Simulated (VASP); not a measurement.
Input of a VASP 6.6.1 run:

The input INCAR:

```
PREC = Accurate
ENCUT = 500
EDIFF = 1E-6
ISMEAR = 0
SIGMA = 0.03
LREAL = False
LASPH = True
NELM = 120
ALGO = Normal
ISIF = 2
LWAVE = False
LCHARG = False
GGA = PS
NBANDS = 17
GGA_COMPAT = False
```

The input KPOINTS:

```
Automatic mesh
0
Gamma
  10 10 10
```

File POSCAR:

```
SnTe
1.0
    0.0000000000      3.2354125000      3.1565000000
    3.2354125000      0.0000000000      3.1565000000
    3.2354125000      3.2354125000      0.0000000000
Sn Te
1 1
Direct
    0.0000000000      0.0000000000      0.0000000000
    0.5000000000      0.5000000000      0.5000000000
```

Potentials or basis: VASP PAW PBE potentials, release 64 (Sn_d, Te).

Launch:

```bash
$ cat potpaw_PBE.64/Sn_d/POTCAR potpaw_PBE.64/Te/POTCAR > POTCAR
$ mpirun -np 1 vasp_std > vasp.out
```

Task: What does it give for the pressure?

Result: -2.5 GPa.

Task: Predict the band gap on the k mesh.

Result: 0.02 eV.

Stress tensor (GPa, compression positive):
```
-3.35  0.00  0.00
 0.00 -3.35  0.00
 0.00  0.00 -0.67
```

Caveat: the cell differs from its parent crystal (strain +0.025 along x and y, +0.000 along z); semilocal functionals underestimate gaps, and a narrow one can read as zero; the PAW data sets were made with another functional, which shifts forces and pressure a little; spin-orbit coupling is left out, which moves the levels of the heavy elements. A k mesh can miss the band edges.
